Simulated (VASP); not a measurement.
# BN (P6_3/mmc) in VASP: a series of runs

The runs below take BN through relaxation of cell and atoms, single point, with LDA, revPBE+D4, r2SCANh, PBE0.

Program: VASP 6.6.1. These are calculated values, not measurements. Logs are shortened: lines on timing, memory, paths and dates and some standing lists are left out, and cuts for length are marked.

**1. The cell of the first run**

It takes space group P6_3/mmc (No. 194, hexagonal). Conventional cell: a = 2.498 Å, b = 2.498 Å, c = 6.636 Å, α = 90.00°, β = 90.00°, γ = 120.00°. N (site symmetry -6m2) has 3 B at 1.44 Å within 1.9 Å. B (site symmetry -6m2) has 3 N at 1.44 Å within 1.9 Å.

**2. Relaxation of cell and atoms, LDA**

File INCAR:

```
PREC     = Accurate       # precision mode
ENCUT    = 600            # plane-wave cutoff, eV
EDIFF    = 1E-6           # SCF threshold, eV
ISMEAR   = -1             # smearing method
SIGMA    = 0.05           # smearing width, eV
LREAL    = F              # projectors in reciprocal space
LASPH    = T              # aspherical terms in the spheres
NELM     = 100            # most SCF steps
ALGO     = Normal         # electronic algorithm
ISIF     = 3              # what is computed and relaxed
LWAVE    = F              # write WAVECAR
LCHARG   = F              # write CHGCAR
GGA      = CA             # functional
IBRION   = 2              # ionic algorithm
NSW      = 60             # ionic steps
EDIFFG   = -0.01          # ionic threshold
```

File KPOINTS:

```
Automatic mesh
0
Gamma
  12 12 4
```

File POSCAR:

```
BN
1.0
    2.4982400000      0.0000000000      0.0000000000
   -1.2491200000      2.1635393048      0.0000000000
    0.0000000000      0.0000000000      6.6357000000
N B
2 2
Direct
    0.6666666667      0.3333333333      0.2500000000
    0.3333333333      0.6666666667      0.7500000000
    0.6666666667      0.3333333333      0.7500000000
    0.3333333333      0.6666666667      0.2500000000
```

Potentials or basis: VASP PAW LDA potentials, release 64 (N, B).

The run is started by

```console
$ cat potpaw_LDA.64/N/POTCAR potpaw_LDA.64/B/POTCAR > POTCAR
$ mpirun -np 1 vasp_std > vasp.out
```

OUTCAR:

```text
PREC = Accurate
   ENCUT = 600
   EDIFF = 1E-6
   ISMEAR = -1
   LREAL = F
   LASPH = T
   NELM = 100
   ISIF = 3
   GGA = CA
   IBRION = 2
   NSW = 60
   EDIFFG = -0.01

 ion  position               nearest neighbor table
   1  0.667  0.333  0.250-   4 1.44   4 1.44   4 1.44
   2  0.333  0.667  0.750-   3 1.44   3 1.44   3 1.44
   3  0.667  0.333  0.750-   2 1.44   2 1.44   2 1.44
   4  0.333  0.667  0.250-   1 1.44   1 1.44   1 1.44

  LATTYP: Found a hexagonal cell.
 ALAT       =     2.4982400000
 C/A-ratio  =     2.6561499296

  Lattice vectors:

 A1 = (   2.4982400000,   0.0000000000,   0.0000000000)
 A2 = (  -1.2491200000,   2.1635393048,   0.0000000000)
 A3 = (   0.0000000000,   0.0000000000,   6.6357000000)

Analysis of symmetry for initial positions (statically):
=====================================================================
 Subroutine PRICEL returns:
 Original cell was already a primitive cell.

 Routine SETGRP: Setting up the symmetry group for a
 hexagonal supercell.

 Subroutine GETGRP returns: Found 24 space group operations
 (whereof 12 operations were pure point group operations)
 out of a pool of 24 trial point group operations.

The static configuration has the point symmetry D_3d.
 The point group associated with its full space group is D_6h.

Analysis of symmetry for dynamics (positions and initial velocities):
=====================================================================
 Subroutine PRICEL returns:
 Original cell was already a primitive cell.

 Routine SETGRP: Setting up the symmetry group for a
 hexagonal supercell.

 Subroutine GETGRP returns: Found 24 space group operations
 (whereof 12 operations were pure point group operations)
 out of a pool of 24 trial point group operations.

The dynamic configuration has the point symmetry D_3d.
 The point group associated with its full space group is D_6h.

 Subroutine INISYM returns: Found 24 space group operations
 (whereof 12 operations are pure point group operations),
 and found     1 'primitive' translations

----------------------------------------------------------------------------------------

                                     Primitive cell

  volume of cell :      35.8662

  direct lattice vectors                    reciprocal lattice vectors
     2.498240000  0.000000000  0.000000000     0.400281798  0.231102804  0.000000000
    -1.249120000  2.163539305  0.000000000     0.000000000  0.462205608  0.000000000
     0.000000000  0.000000000  6.635700000     0.000000000  0.000000000  0.150700002

  length of vectors
     2.498240000  2.498240000  6.635700000     0.462205608  0.462205608  0.150700002

  position of ions in fractional coordinates (direct lattice)
     0.666666667  0.333333333  0.250000000
     0.333333333  0.666666667  0.750000000
     0.666666667  0.333333333  0.750000000
     0.333333333  0.666666667  0.250000000

  ion indices of the primitive-cell ions
   primitive index   ion index
                 1           1
                 2           2
                 3           3
                 4           4

----------------------------------------------------------------------------------------

 KPOINTS: Automatic mesh

Automatic generation of k-mesh.
 Grid dimensions read from file:
 generate k-points for:   12   12    4

 Generating k-lattice:

  Cartesian coordinates                     Fractional coordinates (reciprocal lattice)
     0.033356817  0.019258567  0.000000000     0.083333333 -0.000000000  0.000000000
     0.000000000  0.038517134  0.000000000     0.000000000  0.083333333  0.000000000
     0.000000000  0.000000000  0.037675000     0.000000000  0.000000000  0.250000000

  Length of vectors
     0.038517134  0.038517134  0.037675000

  Shift w.r.t. Gamma in fractional coordinates (k-lattice)
     0.000000000  0.000000000  0.000000000

 Subroutine IBZKPT returns following result:
 ===========================================

 Found     57 irreducible k-points:

 Following reciprocal coordinates:
            Coordinates               Weight
  0.000000  0.000000  0.000000      1.000000
  0.083333 -0.000000  0.000000      6.000000
  0.166667  0.000000  0.000000      6.000000
  0.250000  0.000000  0.000000      6.000000
  0.333333  0.000000  0.000000      6.000000
  0.416667  0.000000  0.000000      6.000000
[... 16 lines left out ...]
  0.250000  0.000000  0.250000     12.000000
  0.333333  0.000000  0.250000     12.000000
 [... further k-points ...]
   k-points           NKPTS =     57   k-points in BZ     NKDIM =     57   number of bands    NBANDS=     12
   number of dos      NEDOS =    301   number of ions     NIONS =      4
   total plane-waves  NPLWV =  21600
   dimension x,y,z NGX =    20 NGY =   20 NGZ =   54
   dimension x,y,z NGXF=    40 NGYF=   40 NGZF=  108
   ions per type =               2   2
   NGX,Y,Z   is equivalent  to a cutoff of  13.31, 13.31, 13.53 a.u.
   NGXF,Y,Z  is equivalent  to a cutoff of  26.62, 26.62, 27.06 a.u.
 SYSTEM =  unknown system
   PREC   = accura    normal or accurate (medium, high low for compatibility)
   ISTART =      0    job   : 0-new  1-cont  2-samecut
   ICHARG =      2    charge: 1-file 2-atom 10-const
   ISPIN  =      1    spin polarized calculation?
   LNONCOLLINEAR =      F non collinear calculations
   LSORBIT =      F    spin-orbit coupling
   LASPH  =      T    aspherical Exc in radial PAW
   ENCUT  =  600.0 eV  44.10 Ry    6.64 a.u.   4.99  4.99 13.25*2*pi/ulx,y,z
   NELM   =    100;   NELMIN=  2; NELMDL= -5     # of ELM steps
   EDIFF  = 0.1E-05   stopping-criterion for ELM
   LREAL  =      F    real-space projection
   EDIFFG = -.1E-01   stopping-criterion for IOM
   NSW    =     60    number of steps for IOM
   IBRION =      2    ionic relax: 0-MD 1-quasi-New 2-CG
   NFREE  =      1    steps in history (QN), initial steepest desc. (CG)
   ISIF   =      3    stress and relaxation
   ISYM   =      2    0-nonsym 1-usesym 2-fastsym
   POTIM  = 0.5000    time-step for ionic-motion
   TEBEG  =    0.0;   TEEND  =   0.0 temperature during run
   PSTRESS=    0.0 pullay stress
   NELECT =      16.0000    total number of electrons
   NUPDOWN=      -1.0000    fix difference up-down
   EMIN   =  10.00;   EMAX   =-10.00  energy-range for DOS
   EFERMI =   0.00;   METHOD = LEGACY
   ISMEAR =    -1;   SIGMA  =   0.05  broadening in eV -4-tet -1-fermi 0-gaus
   EFERMI_NEDOS =   21; number of points for ismear=-14 and -15
   IALGO  =     38    algorithm
   IMIX   =      4    mixing-type and parameters
     AMIX     =   0.40;   BMIX     =  1.00
     AMIX_MAG =   1.60;   BMIX_MAG =  1.00
  volume/ion in A,a.u.               =       8.97        60.51
  Fermi-wavevector in a.u.,A,eV,Ry     =   1.250891  2.363842 21.289433  1.564729
  Thomas-Fermi vector in A             =   2.384864
   LORBIT       =      0    0 simple, 1 ext, 2 COOP (PROOUT), +10 PAW based schemes
   GGA     = CA    functional components
   LHFCALC =     F    Hartree Fock is set to
   AEXX    =    0.0000 exact exchange contribution
   IVDW    =     0    specifies the selected vdW correction
   LEPSILON=     F    determine dielectric tensor
   LRPA    =     F    only Hartree local field effects (RPA)
 conjugate gradient relaxation of ions
 non-spin polarized calculation
  energy-cutoff  :      600.00
  volume of cell :       35.87
 maximum number of plane-waves:      1224
 NGX is ok and might be reduce to    20
   NGX =  9   NGY =  9   NGZ = 27

--------------------------------------- Ionic step        1  -------------------------------------------

 number of electron      16.0000002 magnetization

 Free energy of the ion-electron system (eV)
  ---------------------------------------------------
  ext. energy  EPLUGINS =         0.00000000
  ---------------------------------------------------
  free energy    TOTEN  =       -38.58187376 eV

  energy without entropy =      -38.58187376  energy(sigma->0) =      -38.58187376

------------------------ aborting loop because EDIFF is reached ----------------------------------------

  FORCE on cell =-STRESS in cart. coord.  units (eV):
  Direction    XX          YY          ZZ          XY          YZ          ZX
  --------------------------------------------------------------------------------------
  -------------------------------------------------------------------------------------
  Total       -0.8037439     -0.8037439     -0.1753529      0.0000000      0.0000000      0.0000000
  in kB      -35.9039808    -35.9039808     -7.8331742      0.0000000      0.0000000      0.0000000
  external PRESSURE =     -26.5470453 kB  Pullay stress =       0.0000000 kB
[... 289 lines left out ...]
  energy  without entropy=      -38.5869831582  energy(sigma->0) =      -38.58698316

--------------------------------------- Ionic step        9  -------------------------------------------

 number of electron      16.0000000 magnetization

 Free energy of the ion-electron system (eV)
  ---------------------------------------------------
  ext. energy  EPLUGINS =         0.00000000
  ---------------------------------------------------
  free energy    TOTEN  =       -38.58739652 eV

  energy without entropy =      -38.58739652  energy(sigma->0) =      -38.58739652

 E-fermi :   3.6073     XC(G=0): -10.7512

 val. band max:        2.5115250955   @ k =   0.3333   0.2500   0.0000
 cond. band min:       6.5398676890   @ k =   0.5000   0.0000   0.0000
 fundamental gap:      4.0283425935
 Fermi energy:         3.6073426384

 k-point     1 :       0.0000    0.0000    0.0000
  band No.  band energies     occupation
      1     -15.2454      2.00000
      2     -14.8511      2.00000
      3      -4.0786      2.00000
      4      -1.5308      2.00000
      5       1.1595      2.00000
      6       1.1595      2.00000
      7       1.2092      2.00000
      8       1.2092      2.00000
      9       7.6456      0.00000
     10      12.9663      0.00000
     11      14.0381      0.00000
     12      14.0381      0.00000
[... 331 lines left out ...]
 k-point    24 :       0.3333    0.0000    0.2500
  band No.  band energies     occupation
      1     -13.1725      2.00000
      2     -12.9711      2.00000
      3      -4.4032      2.00000
      4      -4.3228      2.00000
      5      -1.1319      2.00000
      6      -1.0740      2.00000
      7      -0.9231      2.00000
      8       0.5421      2.00000
      9       9.1956      0.00000
     10       9.9310      0.00000
     11      11.4945      0.00000
     12      12.8439      0.00000

 [... further k-points ...]

------------------------ aborting loop because EDIFF is reached ----------------------------------------

  FORCE on cell =-STRESS in cart. coord.  units (eV):
  Direction    XX          YY          ZZ          XY          YZ          ZX
  --------------------------------------------------------------------------------------
  -------------------------------------------------------------------------------------
  Total        0.0279534      0.0279534     -0.0061996     -0.0000000      0.0000000      0.0000000
  in kB        1.2959712      1.2959712     -0.2874253     -0.0000000      0.0000000      0.0000000
  external PRESSURE =       0.7681724 kB  Pullay stress =       0.0000000 kB
[... 19 lines left out ...]
  FREE ENERGIE OF THE ION-ELECTRON SYSTEM (eV)
  ---------------------------------------------------
  free  energy   TOTEN  =       -38.5873965239 eV

  energy  without entropy=      -38.5873965239  energy(sigma->0) =      -38.58739652

 reached required accuracy - stopping structural energy minimisation
```

Run time: 2.5 min. Hardware: 1 thread of Intel Xeon 8259CL, shared host; peak memory 0.16 GiB.

Results:

| Quantity | Value |
| --- | --- |
| Free energy | -38.5874 eV |
| Relaxed volume | 8.64 Å³/atom |
| Relaxed cell | a = 2.490 Å, b = 2.490 Å, c = 6.437 Å, α = 90.00°, β = 90.00°, γ = 120.00° |
| Space group after relaxing (to 0.1 Å) | P6_3/mmc (No. 194) |
| Energy gained by relaxing | 1.4 meV/atom |
| Ionic steps | 9 |
| Pressure after relaxing | 0.1 GPa |
| Band gap on the k mesh | 4.03 eV (least direct gap 4.43 eV) |

Stress tensor (GPa, compression positive):
```
 0.13  0.00  0.00
 0.00  0.13  0.00
 0.00  0.00 -0.03
```

Step by step:
| step | energy change (eV) | largest force (eV/Å) | pressure (GPa) | volume (Å³) |
| --- | --- | --- | --- | --- |
| 1 | 0.0000 | 0.0000 | -2.65 | 35.87 |
| 2 | 0.0074 | 0.0000 | 4.69 | 35.10 |
| 3 | -0.0028 | 0.0000 | -0.23 | 35.60 |
| 4 | -0.0028 | 0.0000 | -0.18 | 35.60 |
| 5 | -0.0031 | 0.0000 | -0.14 | 35.53 |
| 6 | -0.0039 | 0.0000 | -0.10 | 35.33 |
| 7 | -0.0051 | 0.0000 | -0.02 | 34.94 |
| 8 | -0.0051 | 0.0000 | 0.22 | 34.16 |
| 9 | -0.0055 | 0.0000 | 0.08 | 34.56 |

Final structure:
```
CELL_PARAMETERS angstrom
2.48988 0.00000 0.00000
-1.24494 2.15630 0.00000
0.00000 0.00000 6.43670
ATOMIC_POSITIONS crystal
N 0.66667 0.33333 0.25000
N 0.33333 0.66667 0.75000
B 0.66667 0.33333 0.75000
B 0.33333 0.66667 0.25000
```

Levels at points of the mesh, in eV from the valence-band top:
```csv
k point,band 6,band 7,band 8,band 9,band 10,band 11
"(0.00, 0.00, 0.00)",-1.35,-1.30,-1.30,5.13,10.45,11.53
"(0.50, 0.00, 0.00)",-4.13,-1.63,-0.40,4.03,5.68,9.63
"(0.00, 0.00, 0.50)",-1.33,-1.33,-1.33,7.75,7.75,11.61
"(0.50, 0.00, 0.50)",-4.18,-0.99,-0.99,4.55,4.55,10.07
```

**3. Relaxation of cell and atoms, revPBE+D4**

File INCAR:

```
SYSTEM = BN
PREC = Accurate
ENCUT = 600
EDIFF = 1E-6
ISMEAR = -1
SIGMA = 0.05
LREAL = .False.
LASPH = .True.
NELM = 60
ALGO = Normal
ISIF = 3
LWAVE = .False.
LCHARG = .False.
GGA = RE
IVDW = 13
IBRION = 2
NSW = 60
EDIFFG = -0.01
```

File KPOINTS:

```
regular mesh
0
Gamma
  12 12 4
  0 0 0
```

POSCAR is that of step 2.

Potentials or basis: VASP PAW PBE potentials, release 64 (N, B).

The run is started by

```console
$ cat potpaw_PBE.64/N/POTCAR potpaw_PBE.64/B/POTCAR > POTCAR
$ mpirun -np 1 vasp_std > vasp.out
```

Wall time 3.7 min (1 thread of Intel Xeon 8259CL, shared host); peak memory 0.17 GiB.

Results (log left out):

| Quantity | Value |
| --- | --- |
| Free energy | -35.3659 eV |
| Relaxed volume | 8.26 Å³/atom |
| Relaxed cell | a = 2.508 Å, b = 2.508 Å, c = 6.064 Å, α = 90.00°, β = 90.00°, γ = 120.00° |
| Space group after relaxing (to 0.1 Å) | P6_3/mmc (No. 194) |
| Energy gained by relaxing | 9.8 meV/atom |
| Ionic steps | 10 |
| Pressure after relaxing | 0.0 GPa |
| Band gap on the k mesh | 4.17 eV (least direct gap 4.46 eV) |
| Dispersion energy per atom | -0.389 eV |

The path:
| step | energy change (eV) | largest force (eV/Å) | pressure (GPa) | volume (Å³) |
| --- | --- | --- | --- | --- |
| 1 | 0.0000 | 0.0000 | 2.13 | 35.87 |
| 2 | 0.0071 | 0.0000 | -6.68 | 36.48 |
| 3 | -0.0063 | 0.0000 | -1.55 | 36.12 |
| 4 | -0.0114 | 0.0000 | -1.51 | 35.82 |
| 5 | -0.0250 | 0.0000 | -1.34 | 34.93 |
| 6 | -0.0392 | 0.0000 | -0.60 | 33.15 |
| 7 | -0.0392 | 0.0000 | -0.50 | 33.01 |
| 8 | -0.0393 | 0.0000 | -0.55 | 33.07 |
| 9 | -0.0347 | 0.0000 | 3.47 | 32.76 |
| 10 | -0.0394 | 0.0000 | -0.01 | 33.03 |

Final structure:
```
CELL_PARAMETERS angstrom
2.50795 0.00000 0.00000
-1.25398 2.17195 0.00000
0.00000 0.00000 6.06363
ATOMIC_POSITIONS crystal
N 0.66667 0.33333 0.25000
N 0.33333 0.66667 0.75000
B 0.66667 0.33333 0.75000
B 0.33333 0.66667 0.25000
```

Levels at points of the mesh, in eV from the valence-band top:
```
           k point  band 6  band 7  band 8  band 9  band 10  band 11
(0.00, 0.00, 0.00)   -1.42   -1.33   -1.33    6.01    11.35    11.39
(0.50, 0.00, 0.00)   -4.09   -1.86   -0.29    4.17     6.09     9.56
(0.00, 0.00, 0.50)   -1.37   -1.37   -1.37    8.82     8.82    11.52
(0.50, 0.00, 0.50)   -4.17   -1.00   -1.00    4.70     4.70     9.86
```

Caveat: the PAW data sets were made with another functional, which shifts forces and pressure a little. A hybrid or GW would open this gap; revPBE tends to underestimate it.

**4. Single point, r2SCANh**

POSCAR is that of step 3.

File INCAR.step1:

```
PREC = Accurate
ENCUT = 520
EDIFF = 1E-5
ISMEAR = -1
SIGMA = 0.05
LREAL = False
LASPH = True
NELM = 60
ALGO = Normal
ISIF = 2
LWAVE = True
GGA = PE
NBANDS = 16
```

File INCAR.step2:

```
PREC = Accurate
ENCUT = 520
EDIFF = 1E-6
ISMEAR = -1
SIGMA = 0.05
LREAL = False
LASPH = True
NELM = 60
ALGO = Normal
ISIF = 2
LWAVE = False
LCHARG = True
METAGGA = R2SCAN
LHFCALC = True
AEXX = 0.1
LMIXTAU = True
PRECFOCK = Normal
LELF = True
LVHAR = True
ISTART = 1
NBANDS = 16
```

File KPOINTS:

```
regular mesh
0
Gamma
  6 6 2
```

The run is started by

```console
$ cat potpaw_PBE.64/N/POTCAR potpaw_PBE.64/B/POTCAR > POTCAR
$ cp INCAR.step1 INCAR
$ mpirun -np 1 vasp_std > vasp.out
$ cp INCAR.step2 INCAR
$ mpirun -np 1 vasp_std > vasp.out
```

Wall time 9.1 min (1 thread of Intel Xeon Platinum 8259CL at 2.50GHz (Skylake/Cascade Lake), shared host); peak memory 0.16 GiB.

The run converged. Its results:

| Quantity | Value |
| --- | --- |
| Free energy | -41.2383 eV |
| Pressure | 0.1 GPa |
| Band gap on the k mesh | 5.63 eV (least direct gap 6.08 eV) |

Stress tensor (GPa, compression positive):
```
-0.13  0.00  0.00
 0.00 -0.13  0.00
 0.00  0.00  0.68
```

Levels at points of the mesh, in eV from the valence-band top:
| k point | band 4 | band 5 | band 6 | band 7 | band 8 | band 9 | band 10 | band 11 | band 12 | band 13 |
| --- | --- | --- | --- | --- | --- | --- | --- | --- | --- | --- |
| (0.00, 0.00, 0.00) | -4.37 | -1.43 | -1.43 | -1.39 | -1.39 | 6.34 | 11.99 | 13.26 | 13.26 | 13.40 |
| (0.50, 0.00, 0.00) | -9.54 | -4.47 | -4.40 | -1.50 | -0.46 | 5.63 | 7.15 | 11.10 | 11.58 | 14.10 |
| (0.00, 0.00, 0.50) | -5.63 | -1.41 | -1.41 | -1.41 | -1.41 | 8.91 | 8.91 | 13.33 | 13.33 | 13.33 |
| (0.50, 0.00, 0.50) | -9.58 | -4.43 | -4.43 | -0.96 | -0.96 | 6.12 | 6.12 | 11.55 | 11.55 | 15.18 |

Caveat: the k points lie up to 0.48 Å⁻¹ apart; the PAW data sets were made with another functional, which shifts forces and pressure a little. A k mesh can miss the band edges.

(Part 1 of 2 ends here.)
